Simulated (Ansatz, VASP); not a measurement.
Two plane-wave programs on Rb2ZrH4

```
CELL_PARAMETERS angstrom
4.96704 0.00000 0.00000
0.00000 4.96704 0.00000
0.00000 0.00000 6.49620
ATOMIC_POSITIONS crystal
Rb 0.50000 0.00000 0.99838
Rb 0.00000 0.50000 0.99838
Zr 0.00000 0.00000 0.21112
H 0.64655 0.50000 0.31191
H 0.35345 0.50000 0.31191
H 0.50000 0.64655 0.31191
H 0.50000 0.35345 0.31191
```

Alike in both runs: task relaxation of cell and atoms; functional PBE; k mesh 3 × 3 × 2; occupations gaussian, width 0.15 eV; no spin polarisation.

|  | VASP | Ansatz |
| --- | --- | --- |
| version | VASP 6.6.1 | Ansatz 0.2.0 |
| potentials or method | VASP PAW PBE potentials, release 64 (Rb_sv, Zr_sv, H), cutoff 600 eV | scalar-relativistic, plane waves, PAW |
| valence electrons in the cell | 34 | 34 |

```tsv
	VASP	Ansatz	Ansatz less VASP
gap on the k mesh at the Fermi level, each at its own relaxed structure (eV)	none	none	-
relaxed volume (Å³/atom)	16.71	16.75	+0.039
relaxed cell length with the largest relative difference (Å)	6.263	6.239	-0.0241
```

A gap of «none» marks a metal or a gap that the smearing closes.

The k mesh is coarse, so the values compare programs but aren't converged. Noted on VASP's run: the volume moved by over 15 % at a fixed basis, so the end points are rough.
